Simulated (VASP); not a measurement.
Write the native input for VASP 6.6.1 that does the following.

```yaml
Task: single point
Functional: PBEsol
Potentials_or_basis: VASP PAW PBE potentials, release 64 (Cs_sv, Sn_d, I)
Cutoff: 520 eV
k_mesh: 6 × 6 × 6
Occupations: gaussian, width 0.03 eV
Spin: no spin polarisation
Dipole_correction: no
Further_INCAR_settings: ALGO = Normal; EDIFF = 1e-06; NBANDS = 30
```

The structure of CsSnI3 lies in POSCAR:

```
CsSnI3
1.0
    6.7021560000      0.0000000000      0.0000000000
    0.0000000000      6.7021560000      0.0000000000
    0.0000000000      0.0000000000      6.7021560000
Cs Sn I
1 1 3
Direct
    0.0000000000      0.0000000000      0.0000000000
    0.5000000000      0.5000000000      0.5000000000
    0.0000000000      0.5000000000      0.5000000000
    0.5000000000      0.0000000000      0.5000000000
    0.5000000000      0.5000000000      0.0000000000
```

This cell differs from its parent crystal: strain +0.080 along x and y, +0.080 along z.

One way to write it, as run:

INCAR

```
SYSTEM = CsSnI3
ALGO = Normal
EDIFF = 1E-6
ENCUT = 520
GGA = PS
ISIF = 2
ISMEAR = 0
LASPH = .TRUE.
LCHARG = .TRUE.
LELF = .TRUE.
LREAL = .FALSE.
LVHAR = .TRUE.
LWAVE = .FALSE.
NBANDS = 30
NELM = 60
PREC = Accurate
SIGMA = 0.03
```

KPOINTS

```
k-points
0
G
  6 6 6
  0 0 0
```

Potentials or basis: VASP PAW PBE potentials, release 64 (Cs_sv, Sn_d, I).

Run with:

```console
$ cat potpaw_PBE.64/Cs_sv/POTCAR potpaw_PBE.64/Sn_d/POTCAR potpaw_PBE.64/I/POTCAR > POTCAR
$ mpirun -np 1 vasp_std > vasp.out
```

Results of the run:

The pressure is -2.6 GPa and the band gap on the k mesh is 1.05 eV.

Caveat: the cell differs from its parent crystal (strain +0.080 along x and y, +0.080 along z); the PAW data sets were made with another functional, which shifts forces and pressure a little; spin-orbit coupling is left out, which moves the levels of the heavy elements.

Run time: 99 s on 1 thread of Intel(R) Xeon(R) 6975P-C (Granite Rapids), with other jobs on the host, peak memory 0.46 GiB.
